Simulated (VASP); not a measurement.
# Si (Cmmm) in VASP: a series of runs, part 2 of 2

VASP 6.6.1. Earlier steps stand in the parts before.

### Step 3. Single point, LDA (strain -0.0450 x Voigt [1, -1, 0, 0, 0, 0])

INCAR reads:

```
PREC     = Accurate       # precision mode
ENCUT    = 520            # plane-wave cutoff, eV
EDIFF    = 1E-6           # SCF threshold, eV
ISMEAR   = 0              # smearing method
SIGMA    = 0.15           # smearing width, eV
LREAL    = F              # projectors in reciprocal space
LASPH    = T              # aspherical terms in the spheres
NELM     = 80             # most SCF steps
ALGO     = Normal         # electronic algorithm
ISIF     = 2              # what is computed and relaxed
LWAVE    = F              # write WAVECAR
LCHARG   = T              # write CHGCAR
LELF     = T              # ELF
LVHAR    = T            
NBANDS   = 8              # bands
```

KPOINTS reads:

```
regular mesh
0
Gamma
  24 24 24
```

POSCAR reads:

```
Si
1.0
    2.4911092830      0.0000000000      0.0000000000
   -1.2455546415      2.3606757060      0.0000000000
    0.0000000000      0.0000000000      2.4707612611
Si
1
Direct
    0.0000000000      0.0000000000      0.0000000000
```

Potentials or basis: VASP PAW LDA potentials, release 64 (Si).

Launch:

```bash
cat potpaw_LDA.64/Si/POTCAR > POTCAR
mpirun -np 1 vasp_std > vasp.out
```

OUTCAR:

```text
PREC = Accurate
   ENCUT = 520
   EDIFF = 1E-6
   ISMEAR = 0
   LREAL = F
   LASPH = T
   NELM = 80
   ISIF = 2

 ion  position               nearest neighbor table
   1  0.000  0.000  0.000-

  LATTYP: Found a base centered orthorhombic cell.
 ALAT       =     2.4911092830
 B/A-ratio  =     1.8952807266
 C/A-ratio  =     0.9918317426

  Lattice vectors:

 A1 = (   1.2455546415,  -2.3606757060,   0.0000000000)
 A2 = (   1.2455546415,   2.3606757060,   0.0000000000)
 A3 = (   0.0000000000,   0.0000000000,   2.4707612611)

Analysis of symmetry for initial positions (statically):
=====================================================================
 Subroutine PRICEL returns:
 Original cell was already a primitive cell.

 Routine SETGRP: Setting up the symmetry group for a
 base centered orthorhombic supercell.

 Subroutine GETGRP returns: Found  8 space group operations
 (whereof  8 operations were pure point group operations)
 out of a pool of  8 trial point group operations.

The static configuration has the point symmetry D_2h.

Analysis of symmetry for dynamics (positions and initial velocities):
=====================================================================
 Subroutine PRICEL returns:
 Original cell was already a primitive cell.

 Routine SETGRP: Setting up the symmetry group for a
 base centered orthorhombic supercell.

 Subroutine GETGRP returns: Found  8 space group operations
 (whereof  8 operations were pure point group operations)
 out of a pool of  8 trial point group operations.

The dynamic configuration has the point symmetry D_2h.

 Subroutine INISYM returns: Found  8 space group operations
 (whereof  8 operations are pure point group operations),
 and found     1 'primitive' translations

----------------------------------------------------------------------------------------

                                     Primitive cell
[... 110 lines left out ...]
  volume/ion in A,a.u.               =      14.53        98.05
  Fermi-wavevector in a.u.,A,eV,Ry     =   1.064980  2.012521 15.431494  1.134183
  Thomas-Fermi vector in A             =   2.200517
   LORBIT       =      0    0 simple, 1 ext, 2 COOP (PROOUT), +10 PAW based schemes
   GGA     = CA    functional components
   LHFCALC =     F    Hartree Fock is set to
   AEXX    =    0.0000 exact exchange contribution
   IVDW    =     0    specifies the selected vdW correction
   LEPSILON=     F    determine dielectric tensor
   LRPA    =     F    only Hartree local field effects (RPA)
 non-spin polarized calculation
 Gauss-broadening in eV      SIGMA  =   0.15
  energy-cutoff  :      520.00
  volume of cell :       14.53
 maximum number of plane-waves:       405
   NGX =  9   NGY =  9   NGZ =  9

 number of electron       4.0000000 magnetization

 Free energy of the ion-electron system (eV)
  ---------------------------------------------------
  ext. energy  EPLUGINS =         0.00000000
  ---------------------------------------------------
  free energy    TOTEN  =        -5.72335599 eV

  energy without entropy =       -5.71898485  energy(sigma->0) =       -5.72117042

 E-fermi :   9.7834     XC(G=0): -11.1832

 val. band max:        9.7829270230   @ k =   0.4167   0.2500   0.5000
 cond. band min:       9.7836994437   @ k =   0.4167   0.2083   0.2917
 fundamental gap:      0.0007724207
 Fermi energy:         9.7833900236

 k-point     1 :       0.0000    0.0000    0.0000
  band No.  band energies     occupation
      1      -4.4082      2.00000
      2      17.1971      0.00000
      3      17.5336      0.00000
      4      18.8602      0.00000
      5      20.6268      0.00000
      6      21.3849      0.00000
      7      23.8219      0.00000
      8      28.3077      0.00000
[... 243 lines left out ...]
 k-point    24 :       0.4167    0.0417    0.0000
  band No.  band energies     occupation
      1       1.1542      2.00000
      2       4.8975      2.00000
      3      13.2368      0.00000
      4      17.0192      0.00000
      5      22.0440      0.00000
      6      25.8244      0.00000
      7      26.0218      0.00000
      8      29.8913      0.00000

 [... further k-points ...]

------------------------ aborting loop because EDIFF is reached ----------------------------------------

  FORCE on cell =-STRESS in cart. coord.  units (eV):
  Direction    XX          YY          ZZ          XY          YZ          ZX
  --------------------------------------------------------------------------------------
  -------------------------------------------------------------------------------------
  Total        0.5638463     -0.0924964     -0.1775574      0.0000000      0.0000000      0.0000000
  in kB       62.1743764    -10.1994195    -19.5789581      0.0000000      0.0000000      0.0000000
  external PRESSURE =      10.7986663 kB  Pullay stress =       0.0000000 kB

 VOLUME and BASIS-vectors are now :
 -----------------------------------------------------------------------------
  energy-cutoff  :      520.00
  volume of cell :       14.53
      direct lattice vectors                 reciprocal lattice vectors
     2.491109283  0.000000000  0.000000000     0.401427592  0.211803764  0.000000000
    -1.245554642  2.360675706  0.000000000     0.000000000  0.423607528  0.000000000
     0.000000000  0.000000000  2.470761261     0.000000000  0.000000000  0.404733560

 POSITION                                       TOTAL-FORCE (eV/Angst)
 -----------------------------------------------------------------------------------
      0.00000      0.00000      0.00000         0.000000      0.000000      0.000000
 -----------------------------------------------------------------------------------
    total drift:                               -0.000000     -0.000000      0.000000

  FREE ENERGIE OF THE ION-ELECTRON SYSTEM (eV)
  ---------------------------------------------------
  free  energy   TOTEN  =        -5.7233559912 eV

  energy  without entropy=       -5.7189848509  energy(sigma->0) =       -5.72117042
```

It took 2.3 min on 1 thread of Intel Xeon Platinum 8259CL at 2.50GHz (Skylake/Cascade Lake), shared host; peak memory 0.28 GiB.

Results:

| Quantity | Value |
| --- | --- |
| Free energy | -5.7234 eV |
| Pressure | 1.1 GPa |
| Band gap on the k mesh | zero (band 2 reaches 17.20 eV, above the bottom of band 3 at 5.70 eV) |

Stress tensor (GPa, compression positive):
```
 6.22  0.00  0.00
 0.00 -1.02  0.00
 0.00  0.00 -1.96
```

Levels at points of the mesh, in eV from the Fermi level:
```
           k point  band 1  band 2  band 3  band 4  band 5  band 6  band 7
(0.00, 0.00, 0.00)  -14.19    7.41    7.75    9.08   10.84   11.60   14.04
(0.50, 0.00, 0.00)   -7.11   -6.69    4.40    6.06   13.03   15.03   17.12
(0.00, 0.50, 0.00)   -8.48   -7.10    7.20    7.69   11.95   14.85   16.61
(0.00, 0.00, 0.50)   -9.36   -7.27   12.59   13.52   15.09   15.60   16.69
(0.50, 0.00, 0.50)   -2.91   -1.71   -1.39    1.62    7.97   11.75   11.81
(0.00, 0.50, 0.50)   -3.23   -2.98   -2.76    1.16   10.78   13.83   14.23
```

Caveat: the cell differs from its parent crystal (strain -0.0450 x Voigt [1, -1, 0, 0, 0, 0]).

### Step 4. Single point, LDA (strain +0.0525 x Voigt [1, -1, 0, 0, 0, 0])

INCAR reads:

```
  PREC = Accurate
  ENCUT = 520
  EDIFF = 1E-6
  ISMEAR = 0
  SIGMA = 0.15
  LREAL = F
  LASPH = T
  NELM = 60
  ALGO = Normal
  ISIF = 2
  LWAVE = F
  LCHARG = F
  NBANDS = 8
```

KPOINTS is that of step 3.

POSCAR reads:

```
Si
1.0
    2.7454371941      0.0000000000      0.0000000000
   -1.3727185970      2.1404212741      0.0000000000
    0.0000000000      0.0000000000      2.4707612611
Si
1
Direct
    0.0000000000      0.0000000000      0.0000000000
```

Potentials or basis: VASP PAW LDA potentials, release 64 (Si).

Launch:

```bash
cat potpaw_LDA.64/Si/POTCAR > POTCAR
mpirun -np 1 vasp_std > vasp.out
```

OUTCAR:

```text
PREC = Accurate
   ENCUT = 520
   EDIFF = 1E-6
   ISMEAR = 0
   LREAL = F
   LASPH = T
   NELM = 60
   ISIF = 2

 ion  position               nearest neighbor table
   1  0.000  0.000  0.000-

  Warning from LATTYP: Monoclinic adjustment (A1->A3, A2->A1, A3->A2)!
  LATTYP: Found a base centered orthorhombic cell.
 ALAT       =     2.7454371941
 B/A-ratio  =     1.5592571403
 C/A-ratio  =     0.8999518424

  Lattice vectors:

 A1 = (   1.3727185970,  -2.1404212741,   0.0000000000)
 A2 = (   1.3727185971,   2.1404212741,   0.0000000000)
 A3 = (   0.0000000000,   0.0000000000,   2.4707612611)

Analysis of symmetry for initial positions (statically):
=====================================================================
 Subroutine PRICEL returns:
 Original cell was already a primitive cell.

 Routine SETGRP: Setting up the symmetry group for a
 base centered orthorhombic supercell.

 Subroutine GETGRP returns: Found  8 space group operations
 (whereof  8 operations were pure point group operations)
 out of a pool of  8 trial point group operations.

The static configuration has the point symmetry D_2h.

Analysis of symmetry for dynamics (positions and initial velocities):
=====================================================================
 Subroutine PRICEL returns:
 Original cell was already a primitive cell.

 Routine SETGRP: Setting up the symmetry group for a
 base centered orthorhombic supercell.

 Subroutine GETGRP returns: Found  8 space group operations
 (whereof  8 operations were pure point group operations)
 out of a pool of  8 trial point group operations.

The dynamic configuration has the point symmetry D_2h.

 Subroutine INISYM returns: Found  8 space group operations
 (whereof  8 operations are pure point group operations),
 and found     1 'primitive' translations

----------------------------------------------------------------------------------------

[... 111 lines left out ...]
  volume/ion in A,a.u.               =      14.52        97.98
  Fermi-wavevector in a.u.,A,eV,Ry     =   1.065240  2.013013 15.439037  1.134737
  Thomas-Fermi vector in A             =   2.200786
   LORBIT       =      0    0 simple, 1 ext, 2 COOP (PROOUT), +10 PAW based schemes
   GGA     = CA    functional components
   LHFCALC =     F    Hartree Fock is set to
   AEXX    =    0.0000 exact exchange contribution
   IVDW    =     0    specifies the selected vdW correction
   LEPSILON=     F    determine dielectric tensor
   LRPA    =     F    only Hartree local field effects (RPA)
 non-spin polarized calculation
 Gauss-broadening in eV      SIGMA  =   0.15
  energy-cutoff  :      520.00
  volume of cell :       14.52
 maximum number of plane-waves:       406
   NGX = 11   NGY =  9   NGZ =  9

 number of electron       3.9999999 magnetization

 Free energy of the ion-electron system (eV)
  ---------------------------------------------------
  ext. energy  EPLUGINS =         0.00000000
  ---------------------------------------------------
  free energy    TOTEN  =        -5.72434296 eV

  energy without entropy =       -5.72017412  energy(sigma->0) =       -5.72225854

 E-fermi :   9.7733     XC(G=0): -11.1856

 val. band max:        9.7644473481   @ k =   0.2500   0.3333   0.4167
 cond. band min:       9.7747554995   @ k =   0.2083   0.1250   0.1667
 fundamental gap:      0.0103081514
 Fermi energy:         9.7733132170

 k-point     1 :       0.0000    0.0000    0.0000
  band No.  band energies     occupation
      1      -4.4052      2.00000
      2      17.2148      0.00000
      3      17.5369      0.00000
      4      19.2602      0.00000
      5      20.5022      0.00000
      6      20.7609      0.00000
      7      23.9471      0.00000
      8      28.7298      0.00000
[... 243 lines left out ...]
 k-point    24 :       0.4167    0.0417    0.0000
  band No.  band energies     occupation
      1       0.7490      2.00000
      2       3.9970      2.00000
      3      15.3782      0.00000
      4      18.1811      0.00000
      5      21.6206      0.00000
      6      25.3095      0.00000
      7      25.7625      0.00000
      8      29.1183      0.00000

 [... further k-points ...]

------------------------ aborting loop because EDIFF is reached ----------------------------------------

  FORCE on cell =-STRESS in cart. coord.  units (eV):
  Direction    XX          YY          ZZ          XY          YZ          ZX
  --------------------------------------------------------------------------------------
  -------------------------------------------------------------------------------------
  Total       -0.0205748      0.5121796     -0.1430887      0.0000000      0.0000000      0.0000000
  in kB       -2.2704111     56.5185921    -15.7897161      0.0000000      0.0000000      0.0000000
  external PRESSURE =      12.8194883 kB  Pullay stress =       0.0000000 kB

 VOLUME and BASIS-vectors are now :
 -----------------------------------------------------------------------------
  energy-cutoff  :      520.00
  volume of cell :       14.52
      direct lattice vectors                 reciprocal lattice vectors
     2.745437194  0.000000000  0.000000000     0.364240713  0.233598874  0.000000000
    -1.372718597  2.140421274  0.000000000     0.000000000  0.467197748  0.000000000
     0.000000000  0.000000000  2.470761261     0.000000000  0.000000000  0.404733560

 POSITION                                       TOTAL-FORCE (eV/Angst)
 -----------------------------------------------------------------------------------
      0.00000      0.00000      0.00000         0.000000      0.000000      0.000000
 -----------------------------------------------------------------------------------
    total drift:                                0.000000     -0.000000      0.000000

  FREE ENERGIE OF THE ION-ELECTRON SYSTEM (eV)
  ---------------------------------------------------
  free  energy   TOTEN  =        -5.7243429641 eV

  energy  without entropy=       -5.7201741234  energy(sigma->0) =       -5.72225854
```

OSZICAR:

```text
N       E                     dE             d eps       ncg     rms          rms(c)
DAV:   1    -0.294941279186E+01   -0.29494E+01   -0.18182E+03 35384   0.381E+02
DAV:   2    -0.572176332060E+01   -0.27724E+01   -0.26668E+01 47640   0.314E+01
DAV:   3    -0.574059008385E+01   -0.18827E-01   -0.18747E-01 37488   0.270E+00
DAV:   4    -0.574061516858E+01   -0.25085E-04   -0.25084E-04 53408   0.104E-01
DAV:   5    -0.574061517665E+01   -0.80746E-08   -0.91530E-08 37736   0.112E-03    0.318E+00
DAV:   6    -0.573040657247E+01    0.10209E-01   -0.23881E-03 40376   0.211E-01    0.182E+00
DAV:   7    -0.572438607916E+01    0.60205E-02   -0.46903E-03 39128   0.306E-01    0.135E-01
DAV:   8    -0.572434434795E+01    0.41731E-04   -0.17909E-04 44512   0.745E-02    0.121E-02
DAV:   9    -0.572434321401E+01    0.11339E-05   -0.40575E-06 44728   0.147E-02    0.908E-03
DAV:  10    -0.572434296405E+01    0.24996E-06   -0.77006E-07 26064   0.396E-03
   1 F= -.57243430E+01 E0= -.57222585E+01  d E =-.416884E-02
```

stdout:

```text
POSCAR found type information on POSCAR Si
 POSCAR found :  1 types and       1 ions
 scaLAPACK will be used
 LDA part: xc-table for (Slater(with rela. corr.)+CA(PZ))
 , standard interpolation
 POSCAR, INCAR and KPOINTS ok, starting setup
 FFT: planning ... GRIDC
 FFT: planning ... GRID_SOFT
 FFT: planning ... GRID
 WAVECAR not read
 entering main loop
```

Wall time 3.4 min (1 thread of Intel Xeon 8259CL, shared host); peak memory 0.28 GiB.

Results:

```yaml
Free_energy: -5.7243 eV
Pressure: 1.3 GPa
Band_gap_on_the_k_mesh: zero (band 2 reaches 17.21 eV, above the bottom of band 3 at 5.68 eV)
```

Levels at points of the mesh, in eV from the Fermi level:
| k point | band 1 | band 2 | band 3 | band 4 | band 5 | band 6 | band 7 |
| --- | --- | --- | --- | --- | --- | --- | --- |
| (0.00, 0.00, 0.00) | -14.18 | 7.44 | 7.76 | 9.49 | 10.73 | 10.99 | 14.17 |
| (0.50, 0.00, 0.00) | -8.05 | -6.99 | 6.49 | 7.36 | 12.31 | 14.88 | 16.66 |
| (0.00, 0.50, 0.00) | -6.52 | -6.42 | 3.19 | 5.23 | 13.47 | 15.22 | 17.62 |
| (0.00, 0.00, 0.50) | -9.35 | -7.25 | 12.99 | 13.39 | 14.52 | 15.90 | 16.92 |
| (0.50, 0.00, 0.50) | -3.16 | -2.48 | -2.42 | 1.29 | 10.07 | 13.32 | 13.62 |
| (0.00, 0.50, 0.50) | -2.67 | -1.27 | -0.70 | 1.90 | 6.75 | 10.75 | 10.83 |

Caveat: the cell differs from its parent crystal (strain +0.0525 x Voigt [1, -1, 0, 0, 0, 0]).

### Step 5. Overview

| cell | gap on the mesh (eV) | pressure (GPa) |
| --- | --- | --- |
| a = 2.765, b = 2.534, c = 2.471 Å, angles 90.0, 90.0, 123.1°, 1 atom | none | 1.7 |
| a = 2.491, b = 2.669, c = 2.471 Å, angles 90.0, 90.0, 117.8°, 1 atom | none | 1.1 |
| a = 2.745, b = 2.543, c = 2.471 Å, angles 90.0, 90.0, 122.7°, 1 atom | none | 1.3 |

Alike in all rows: task single point; level LDA; potentials or basis VASP PAW LDA potentials, release 64 (Si); no spin polarisation; k mesh 24 × 24 × 24; cutoff (eV) 520; smearing gaussian 0.15 eV.

Total energies depend on the potentials used, so only differences within one code and one set of settings carry meaning.
